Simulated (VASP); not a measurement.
# Al3GaN4 (Pm) in VASP: a series of runs

Runs on Al3GaN4. Level: r2SCAN. Tasks: single point.

Everything below comes from runs of VASP 6.6.1. Logs are shortened: lines on timing, memory, paths and dates and some standing lists are left out, and cuts for length are marked.

**1. The cell of the first run**

The structure is monoclinic, space group Pm (No. 6). Conventional cell: a = 5.038 Å, b = 3.125 Å, c = 5.411 Å, α = 90.00°, β = 90.04°, γ = 90.00°. Within 2.5 Å of Al (site symmetry m) lie 4 N at 1.87 to 1.90 Å. Al (site symmetry m) has 4 N at 1.89 to 1.90 Å within 2.5 Å. Al (site symmetry m) has 4 N at 1.89 to 1.90 Å within 2.5 Å. Within 2.6 Å of Ga (site symmetry m) lie 4 N at 1.93 to 1.96 Å. N (site symmetry m) has 3 Al at 1.89 Å and 1 Ga at 1.96 Å within 2.5 Å. N (site symmetry m) has 4 Al at 1.90 Å within 2.5 Å. N (site symmetry m) has 2 Al at 1.87 to 1.89 Å and 2 Ga at 1.93 Å within 2.5 Å. N (site symmetry m) has 3 Al at 1.89 to 1.90 Å and 1 Ga at 1.95 Å within 2.5 Å.

**2. Single point, r2SCAN**

File POSCAR:

```
Al3GaN4
1.0
    5.0376935905      0.0000000000      0.0000000000
    0.0000000000      3.1254377800      0.0000000000
   -0.0033559659      0.0000000000      5.4111720837
Al Ga N
3 1 4
Direct
    0.5000987300      0.5000000000      0.1672803900
    0.0007635700      0.5000000000      0.8349643100
    0.0008865500      0.0000000000      0.3315828000
    0.4997148900      0.0000000000      0.6661637400
    0.1101354300      0.0000000000      0.6662955400
    0.1225865200      0.5000000000      0.1671738600
    0.6259035500      0.5000000000      0.8412775200
    0.6235097600      0.0000000000      0.3252628400
```

File INCAR.step1:

```
ALGO = Normal
EDIFF = 1E-4
ENCUT = 520
GGA = PE
ISMEAR = 0
LASPH = True
LCHARG = False
LREAL = False
LWAVE = True
NBANDS = 31
NELM = 60
PREC = Accurate
SIGMA = 0.1
```

File INCAR.step2:

```
ALGO = Normal
EDIFF = 1E-6
ENCUT = 520
ISIF = 2
ISMEAR = 0
ISTART = 1
LASPH = True
LCHARG = True
LELF = True
LMIXTAU = True
LREAL = False
LVHAR = True
LWAVE = False
METAGGA = R2SCAN
NBANDS = 31
NELM = 60
PREC = Accurate
SIGMA = 0.1
```

File KPOINTS:

```
k-points
0
Gamma
  4 6 4
```

Potentials or basis: VASP PAW PBE potentials, release 64 (Al, Ga_d, N).

Started as:

```
cat potpaw_PBE.64/Al/POTCAR potpaw_PBE.64/Ga_d/POTCAR potpaw_PBE.64/N/POTCAR > POTCAR
cp INCAR.step1 INCAR
mpirun -np 1 vasp_std > vasp.out
cp INCAR.step2 INCAR
mpirun -np 1 vasp_std > vasp.out
```

OUTCAR:

```text
EDIFF = 1E-6
   ENCUT = 520
   ISIF = 2
   ISMEAR = 0
   ISTART = 1
   LASPH = True
   LREAL = False
   METAGGA = R2SCAN
   NELM = 60
   PREC = Accurate

 ion  position               nearest neighbor table
   1  0.500  0.500  0.167-   7 1.87   8 1.89   8 1.89   6 1.90   2 3.09   3 3.09   3 3.09   3 3.10
                             3 3.10   2 3.10   4 3.12   4 3.12   4 3.13   4 3.13
   2  0.001  0.500  0.835-   7 1.89   5 1.89   5 1.89   6 1.90   1 3.09   4 3.10   4 3.10   1 3.10
                             4 3.11   4 3.11   3 3.11   3 3.11   3 3.14   3 3.14
   3  0.001  0.000  0.332-   5 1.89   6 1.90   6 1.90   8 1.90   1 3.09   1 3.09   4 3.10   1 3.10
                             1 3.10   4 3.11   2 3.11   2 3.11   2 3.14   2 3.14
   4  0.500  0.000  0.666-   7 1.93   7 1.93   8 1.95   5 1.96   3 3.10   2 3.10   2 3.10   2 3.11
                             2 3.11   3 3.11   1 3.12   1 3.12   1 3.13   1 3.13
   5  0.110  0.000  0.666-   2 1.89   2 1.89   3 1.89   4 1.96
   6  0.123  0.500  0.167-   2 1.90   3 1.90   3 1.90   1 1.90
   7  0.626  0.500  0.841-   1 1.87   2 1.89   4 1.93   4 1.93
   8  0.624  0.000  0.325-   1 1.89   1 1.89   3 1.90   4 1.95

  LATTYP: Found a simple monoclinic cell.
 ALAT       =     5.0376935905
 B/A-ratio  =     0.6204104565
 C/A-ratio  =     1.0741370088
 COS(beta)  =    -0.0006201919

  Lattice vectors:

 A1 = (   5.0376935905,   0.0000000000,   0.0000000000)
 A2 = (   0.0000000000,   3.1254377800,   0.0000000000)
 A3 = (  -0.0033559659,   0.0000000000,   5.4111720837)

Analysis of symmetry for initial positions (statically):
=====================================================================
 Subroutine PRICEL returns:
 Original cell was already a primitive cell.

 Routine SETGRP: Setting up the symmetry group for a
 simple monoclinic supercell.

 Subroutine GETGRP returns: Found  2 space group operations
 (whereof  2 operations were pure point group operations)
 out of a pool of  4 trial point group operations.

The static configuration has the point symmetry C_1h.

Analysis of symmetry for dynamics (positions and initial velocities):
=====================================================================
 Subroutine PRICEL returns:
 Original cell was already a primitive cell.

 Routine SETGRP: Setting up the symmetry group for a
 simple monoclinic supercell.

 Subroutine GETGRP returns: Found  2 space group operations
 (whereof  2 operations were pure point group operations)
 out of a pool of  4 trial point group operations.

The dynamic configuration has the point symmetry C_1h.

 Subroutine INISYM returns: Found  2 space group operations
 (whereof  2 operations are pure point group operations),
 and found     1 'primitive' translations

----------------------------------------------------------------------------------------

                                     Primitive cell

  volume of cell :      85.1989

  direct lattice vectors                    reciprocal lattice vectors
     5.037693590  0.000000000  0.000000000     0.198503538  0.000000000  0.000123110
     0.000000000  3.125437780  0.000000000     0.000000000  0.319955178  0.000000000
    -0.003355966  0.000000000  5.411172084     0.000000000  0.000000000  0.184802846

  length of vectors
     5.037693590  3.125437780  5.411173124     0.198503576  0.319955178  0.184802846

  position of ions in fractional coordinates (direct lattice)
     0.500098730  0.500000000  0.167280390
     0.000763570  0.500000000  0.834964310
     0.000886550  0.000000000  0.331582800
     0.499714890  0.000000000  0.666163740
     0.110135430  0.000000000  0.666295540
     0.122586520  0.500000000  0.167173860
     0.625903550  0.500000000  0.841277520
     0.623509760  0.000000000  0.325262840

  ion indices of the primitive-cell ions
   primitive index   ion index
                 1           1
                 2           2
                 3           3
                 4           4
                 5           5
                 6           6
                 7           7
[... 49 lines left out ...]
   AEXX    =    0.0000 exact exchange contribution
   IVDW    =     0    specifies the selected vdW correction
   LEPSILON=     F    determine dielectric tensor
   LRPA    =     F    only Hartree local field effects (RPA)
 non-spin polarized calculation
 Gauss-broadening in eV      SIGMA  =   0.10
  energy-cutoff  :      520.00
  volume of cell :       85.20
 maximum number of plane-waves:      2322
 NGX is ok and might be reduce to    40
   NGX = 19   NGY = 11   NGZ = 21

 number of electron      41.9999991 magnetization

 Free energy of the ion-electron system (eV)
  ---------------------------------------------------
  ext. energy  EPLUGINS =         0.00000000
  ---------------------------------------------------
  free energy    TOTEN  =       -79.55970956 eV

  energy without entropy =      -79.55970956  energy(sigma->0) =      -79.55970956

 E-fermi :   6.1142     XC(G=0): -11.7480

 val. band max:        5.6553688312   @ k =   0.0000   0.0000   0.0000
 cond. band min:       9.8100547478   @ k =   0.0000   0.0000   0.0000
 fundamental gap:      4.1546859165
 Fermi energy:         6.1142146443

 k-point     1 :       0.0000    0.0000    0.0000
  band No.  band energies     occupation
      1     -10.5016      2.00000
      2      -9.0246      2.00000
      3      -8.9877      2.00000
      4      -8.1740      2.00000
      5      -7.5354      2.00000
      6      -7.4279      2.00000
[... 23 lines left out ...]
     30      17.5718      0.00000
     31      17.6292      0.00000

 k-point     2 :       0.2500    0.0000    0.0000
  band No.  band energies     occupation
      1     -10.2858      2.00000
      2      -9.1533      2.00000
      3      -8.9677      2.00000
      4      -8.2778      2.00000
      5      -7.5359      2.00000
      6      -7.4333      2.00000
[... 23 lines left out ...]
     30      17.4384      0.00000
     31      17.6468      0.00000

 k-point     3 :       0.5000    0.0000    0.0000
  band No.  band energies     occupation
      1      -9.8415      2.00000
      2      -9.5730      2.00000
      3      -8.9279      2.00000
      4      -8.3428      2.00000
      5      -7.5363      2.00000
      6      -7.4402      2.00000
[... 703 lines left out ...]
     30      16.8195      0.00000
     31      17.7435      0.00000

 k-point    24 :      -0.2500    0.3333    0.2500
  band No.  band energies     occupation
      1      -9.4196      2.00000
      2      -8.9603      2.00000
      3      -8.6598      2.00000
      4      -8.1891      2.00000
      5      -7.4275      2.00000
      6      -7.3960      2.00000
[... 23 lines left out ...]
     30      17.2657      0.00000
     31      17.6018      0.00000

 [... further k-points ...]
[... 5 lines left out ...]
  --------------------------------------------------------------------------------------
  -------------------------------------------------------------------------------------
  Total        0.0209573     -0.0386348     -0.0367191      0.0000000      0.0000000     -0.0085006
  in kB        0.3941047     -0.7265336     -0.6905083      0.0000000      0.0000000     -0.1598544
  external PRESSURE =      -0.3409791 kB  Pullay stress =       0.0000000 kB

 VOLUME and BASIS-vectors are now :
 -----------------------------------------------------------------------------
  energy-cutoff  :      520.00
  volume of cell :       85.20
      direct lattice vectors                 reciprocal lattice vectors
     5.037693590  0.000000000  0.000000000     0.198503538  0.000000000  0.000123110
     0.000000000  3.125437780  0.000000000     0.000000000  0.319955178  0.000000000
    -0.003355966  0.000000000  5.411172084     0.000000000  0.000000000  0.184802846

 POSITION                                       TOTAL-FORCE (eV/Angst)
 -----------------------------------------------------------------------------------
      2.51878      1.56272      0.90518         0.005089      0.000000      0.000473
      0.00104      1.56272      4.51814         0.000315      0.000000      0.011174
      0.00335      0.00000      1.79425         0.008952      0.000000     -0.009780
      2.51517      0.00000      3.60473        -0.000209      0.000000     -0.003555
      0.55259      0.00000      3.60544        -0.005600      0.000000     -0.000868
      0.61699      1.56272      0.90461         0.011176      0.000000      0.002246
      3.15029      1.56272      4.55230        -0.016022      0.000000     -0.001972
      3.13996      0.00000      1.76005        -0.003701      0.000000      0.002281
 -----------------------------------------------------------------------------------
    total drift:                                0.050236      0.000000     -0.007067

  FREE ENERGIE OF THE ION-ELECTRON SYSTEM (eV)
  ---------------------------------------------------
  free  energy   TOTEN  =       -79.5597095604 eV

  energy  without entropy=      -79.5597095604  energy(sigma->0) =      -79.55970956
```

Run time: 3.4 min. Hardware: 1 thread of Intel Xeon Platinum 8488C (Sapphire Rapids), shared host; peak memory 0.25 GiB.

What came out:

```
Free energy            : -79.5597 eV
Pressure               : 0.0 GPa
Largest force          : 0.016 eV/Å
Band gap on the k mesh : 4.15 eV
```

Forces on the atoms (eV/Å):
```
Al   0.005  0.000  0.000
Al   0.000  0.000  0.011
Al   0.009  0.000 -0.010
Ga   0.000  0.000 -0.004
N   -0.006  0.000 -0.001
N    0.011  0.000  0.002
N   -0.016  0.000 -0.002
N   -0.004  0.000  0.002
```

Levels at points of the mesh, in eV from the valence-band top:
```
           k point  band 19  band 20  band 21  band 22  band 23  band 24
(0.00, 0.00, 0.00)    -0.10    -0.01     0.00     4.15     6.23     6.61
(0.50, 0.00, 0.00)    -0.70    -0.32    -0.26     5.53     5.93     6.39
(0.00, 0.50, 0.00)    -1.85    -1.57    -1.52     6.34     6.37     8.37
(0.50, 0.50, 0.00)    -1.21    -1.18    -0.87     6.85     7.21     7.26
(0.00, 0.00, 0.50)    -0.59    -0.41    -0.19     6.18     6.54     7.77
(0.50, 0.00, 0.50)    -1.20    -1.18    -0.72     6.57     6.87     7.10
(0.00, 0.50, 0.50)    -1.85    -0.82    -0.65     5.93     6.30     6.51
(0.50, 0.50, 0.50)    -1.47    -1.42    -1.18     5.40     5.81     5.87
```

Caveat: the PAW data sets were made with another functional, which shifts forces and pressure a little.

**3. Single point, r2SCAN**

This run uses another cell than the first one, of 9.81 Å³/atom.

File POSCAR:

```
Al3GaN4
1.0
    4.8905204001      0.0000000000     -0.0003877738
    0.0000000000      3.0445664026      0.0000000000
   -0.0036743960      0.0000000000      5.2701273624
Al Ga N
3 1 4
Direct
    0.5007334529      0.5000000000      0.1674724603
    0.0013888308      0.5000000000      0.8351570220
    0.0015917478      0.0000000000      0.3313954086
    0.4995067879      0.0000000000      0.6659320776
    0.1097226343      0.0000000000      0.6662378798
    0.1224534574      0.5000000000      0.1673219011
    0.6250275227      0.5000000000      0.8407613541
    0.6231745662      0.0000000000      0.3257228965
```

File INCAR.step1:

```
SYSTEM = Al3GaN4
PREC = Accurate
ENCUT = 520
ISMEAR = 0
SIGMA = 0.02
LREAL = .FALSE.
LASPH = .TRUE.
NELM = 80
NBANDS = 31
GGA = PE
ALGO = Normal
EDIFF = 1E-4
LWAVE = .TRUE.
LCHARG = .FALSE.
```

File INCAR.step2:

```
SYSTEM = Al3GaN4
PREC = Accurate
ENCUT = 520
EDIFF = 1E-7
ISMEAR = 0
SIGMA = 0.02
LREAL = .FALSE.
LASPH = .TRUE.
NELM = 80
ALGO = Normal
ISIF = 2
LWAVE = .FALSE.
LCHARG = .TRUE.
METAGGA = R2SCAN
LMIXTAU = .TRUE.
LELF = .TRUE.
LVHAR = .TRUE.
NBANDS = 31
ISTART = 1
```

File KPOINTS:

```
regular mesh
0
G
  6 8 4
  0 0 0
```

Potentials or basis: VASP PAW PBE potentials, release 64 (Al, Ga_d, N).

Started as:

```
cat potpaw_PBE.64/Al/POTCAR potpaw_PBE.64/Ga_d/POTCAR potpaw_PBE.64/N/POTCAR > POTCAR
cp INCAR.step1 INCAR
mpirun -np 1 vasp_std > vasp.out
cp INCAR.step2 INCAR
mpirun -np 1 vasp_std > vasp.out
```

Run time: 5.1 min. Hardware: 1 thread of Intel Xeon Platinum 8488C (Sapphire Rapids), shared host; peak memory 0.29 GiB.

The run converged. Its results:

- Free energy: -79.1581 eV
- Pressure: 20.2 GPa
- Largest force: 0.094 eV/Å
- Band gap on the k mesh: 4.86 eV

Forces on the atoms (eV/Å):
```
Al   0.011  0.000  0.000
Al   0.003  0.000  0.002
Al   0.005  0.000 -0.001
Ga   0.004  0.000 -0.006
N   -0.085  0.000  0.001
N   -0.003  0.000  0.001
N    0.045  0.000  0.082
N    0.020  0.000 -0.079
```

Levels at points of the mesh, in eV from the valence-band top:
```tsv
k point	band 18	band 19	band 20	band 21	band 22	band 23	band 24	band 25
(0.00, 0.00, 0.00)	-0.85	-0.12	-0.01	0.00	4.86	6.47	6.88	7.46
(0.50, 0.00, 0.00)	-0.80	-0.80	-0.34	-0.27	5.88	6.23	7.03	7.55
(0.00, 0.50, 0.00)	-2.11	-1.99	-1.69	-1.62	6.46	6.48	8.77	9.08
(0.50, 0.50, 0.00)	-1.30	-1.28	-1.25	-0.90	7.23	7.57	7.58	7.64
(0.00, 0.00, 0.50)	-0.67	-0.65	-0.42	-0.19	6.83	7.10	8.26	8.69
(0.50, 0.00, 0.50)	-1.39	-1.33	-1.29	-0.75	7.05	7.26	7.49	7.66
(0.00, 0.50, 0.50)	-2.10	-2.02	-0.89	-0.69	6.20	6.50	6.78	6.88
(0.50, 0.50, 0.50)	-1.69	-1.56	-1.53	-1.24	5.72	6.11	6.14	6.21
```

Caveat: the cell stands under pressure; the PAW data sets were made with another functional, which shifts forces and pressure a little. A k mesh can miss the band edges.

**4. Single point, r2SCAN**

This run uses another cell than the first one, of 9.81 Å³/atom.

POSCAR is that of step 3.

File INCAR.step1:

```
  PREC = Accurate
  ENCUT = 520
  ISMEAR = 0
  SIGMA = 0.02
  LREAL = False
  LASPH = True
  NELM = 100
  NBANDS = 31
  GGA = PE
  ALGO = Normal
  EDIFF = 1E-4
  LWAVE = True
  LCHARG = False
```

File INCAR.step2:

```
  PREC = Accurate
  ENCUT = 520
  EDIFF = 1E-7
  ISMEAR = 0
  SIGMA = 0.02
  LREAL = False
  LASPH = True
  NELM = 100
  ALGO = Normal
  ISIF = 2
  LWAVE = False
  LCHARG = False
  METAGGA = R2SCAN
  LMIXTAU = True
  NBANDS = 31
  ISTART = 1
```

File KPOINTS:

```
regular mesh
0
Gamma
  6 8 4
```

Started as:

```
cat potpaw_PBE.64/Al/POTCAR potpaw_PBE.64/Ga_d/POTCAR potpaw_PBE.64/N/POTCAR > POTCAR
cp INCAR.step1 INCAR
mpirun -np 1 vasp_std > vasp.out
cp INCAR.step2 INCAR
mpirun -np 1 vasp_std > vasp.out
```

It took 5.1 min on 1 thread of Intel Xeon Platinum 8488C (Sapphire Rapids), shared host; peak memory 0.29 GiB.

The run converged. Its results:

* Free energy: -79.1581 eV
* Pressure: 20.2 GPa
* Largest force: 0.094 eV/Å
* Band gap on the k mesh: 4.86 eV

Forces on the atoms (eV/Å):
```
Al   0.011  0.000  0.000
Al   0.003  0.000  0.002
Al   0.005  0.000 -0.001
Ga   0.004  0.000 -0.006
N   -0.085  0.000  0.001
N   -0.003  0.000  0.001
N    0.045  0.000  0.082
N    0.020  0.000 -0.079
```

Levels at points of the mesh, in eV from the valence-band top:
```tsv
k point	band 19	band 20	band 21	band 22	band 23	band 24
(0.00, 0.00, 0.00)	-0.12	-0.01	0.00	4.86	6.47	6.88
(0.50, 0.00, 0.00)	-0.80	-0.34	-0.27	5.88	6.23	7.03
(0.00, 0.50, 0.00)	-1.99	-1.69	-1.62	6.46	6.48	8.77
(0.50, 0.50, 0.00)	-1.28	-1.25	-0.90	7.23	7.57	7.58
(0.00, 0.00, 0.50)	-0.65	-0.42	-0.19	6.83	7.10	8.26
(0.50, 0.00, 0.50)	-1.33	-1.29	-0.75	7.05	7.26	7.49
(0.00, 0.50, 0.50)	-2.02	-0.89	-0.69	6.20	6.50	6.78
(0.50, 0.50, 0.50)	-1.56	-1.53	-1.24	5.72	6.11	6.14
```

Caveat: the cell stands under pressure; the PAW data sets were made with another functional, which shifts forces and pressure a little. A k mesh can miss the band edges.

**5. Single point, r2SCAN**

This run uses another cell than the first one, of 10.19 Å³/atom.

File POSCAR:

```
Al3GaN4
1.0
    4.9585950540      0.0000000000     -0.0001776647
    0.0000000000      3.0812412787      0.0000000000
   -0.0034940471      0.0000000000      5.3341635037
Al Ga N
3 1 4
Direct
    0.5004800611      0.5000000000      0.1673767778
    0.0010283673      0.5000000000      0.8350361208
    0.0012955358      0.0000000000      0.3315120122
    0.4994800787      0.0000000000      0.6660613045
    0.1102322112      0.0000000000      0.6662733113
    0.1225657871      0.5000000000      0.1672255560
    0.6252163387      0.5000000000      0.8407101026
    0.6233006201      0.0000000000      0.3258058148
```

File INCAR.step1:

```
ALGO = Normal ; EDIFF = 1E-4
ENCUT = 520 ; GGA = PE
ISMEAR = 0 ; LASPH = True
LCHARG = False ; LREAL = False
LWAVE = True ; NBANDS = 31
NELM = 100 ; PREC = Accurate
SIGMA = 0.02
```

File INCAR.step2:

```
ALGO = Normal ; EDIFF = 1E-6
ENCUT = 520 ; ISIF = 2
ISMEAR = 0 ; ISTART = 1
LASPH = True ; LCHARG = False
LMIXTAU = True ; LREAL = False
LWAVE = False ; METAGGA = R2SCAN
NBANDS = 31 ; NELM = 100
PREC = Accurate ; SIGMA = 0.02
```

File KPOINTS:

```
k-points
0
Gamma
  6 8 4
```

Started as:

```
cat potpaw_PBE.64/Al/POTCAR potpaw_PBE.64/Ga_d/POTCAR potpaw_PBE.64/N/POTCAR > POTCAR
cp INCAR.step1 INCAR
mpirun -np 1 vasp_std > vasp.out
cp INCAR.step2 INCAR
mpirun -np 1 vasp_std > vasp.out
```

Wall time 5.9 min (1 thread of Intel Xeon Platinum 8488C (Sapphire Rapids), shared host); peak memory 0.3 GiB.

The run converged. Its results:

```
Free energy            : -79.4446 eV
Pressure               : 10.1 GPa
Largest force          : 0.095 eV/Å
Band gap on the k mesh : 4.53 eV
```

Forces in eV/Å, atoms in the order of the input:
```
Al   0.006  0.000  0.000
Al   0.001  0.000  0.003
Al   0.003  0.000  0.000
Ga   0.004  0.000 -0.014
N   -0.079  0.000  0.002
N   -0.002  0.000  0.002
N    0.047  0.000  0.082
N    0.021  0.000 -0.076
```

Levels at points of the mesh, in eV from the valence-band top:
| k point | band 17 | band 18 | band 19 | band 20 | band 21 | band 22 | band 23 | band 24 | band 25 | band 26 |
| --- | --- | --- | --- | --- | --- | --- | --- | --- | --- | --- |
| (0.00, 0.00, 0.00) | -0.97 | -0.81 | -0.11 | -0.01 | 0.00 | 4.53 | 6.37 | 6.75 | 7.17 | 8.84 |
| (0.50, 0.00, 0.00) | -1.36 | -0.75 | -0.75 | -0.33 | -0.26 | 5.73 | 6.09 | 6.73 | 7.24 | 9.70 |
| (0.00, 0.50, 0.00) | -2.99 | -2.03 | -1.92 | -1.63 | -1.57 | 6.41 | 6.43 | 8.60 | 8.87 | 9.09 |
| (0.50, 0.50, 0.00) | -3.11 | -1.27 | -1.25 | -1.22 | -0.89 | 7.06 | 7.42 | 7.43 | 7.47 | 9.41 |
| (0.00, 0.00, 0.50) | -1.68 | -0.63 | -0.62 | -0.41 | -0.19 | 6.53 | 6.84 | 8.05 | 8.49 | 8.80 |
| (0.50, 0.00, 0.50) | -1.48 | -1.32 | -1.27 | -1.23 | -0.74 | 6.84 | 7.08 | 7.31 | 7.46 | 9.33 |
| (0.00, 0.50, 0.50) | -2.36 | -2.02 | -1.94 | -0.85 | -0.67 | 6.09 | 6.41 | 6.66 | 6.76 | 8.11 |
| (0.50, 0.50, 0.50) | -1.69 | -1.63 | -1.52 | -1.48 | -1.22 | 5.57 | 5.98 | 6.02 | 6.07 | 8.88 |

Caveat: the cell stands under pressure; the PAW data sets were made with another functional, which shifts forces and pressure a little. A k mesh can miss the band edges.

**6. Summary**

```tsv
cell	k mesh	smearing	gap on the mesh (eV)	pressure (GPa)	largest force (eV/Å)
a = 5.038, b = 3.125, c = 5.411 Å, 8 atoms	4 × 6 × 4	gaussian 0.1 eV	4.15	0.0	0.02
a = 4.891, b = 3.045, c = 5.270 Å, 8 atoms	6 × 8 × 4	gaussian 0.02 eV	4.86	20.2	0.09
a = 4.959, b = 3.081, c = 5.334 Å, 8 atoms	6 × 8 × 4	gaussian 0.02 eV	4.53	10.1	0.09
```

Alike in all rows: task single point; level r2SCAN; potentials or basis VASP PAW PBE potentials, release 64 (Al, Ga_d, N); no spin polarisation; cutoff (eV) 520.

Caveats: the PAW data sets were made with another functional, which shifts forces and pressure a little; the cell stands under pressure (at least some runs).

Total energies depend on the potentials used, so only differences within one code and one set of settings carry meaning.
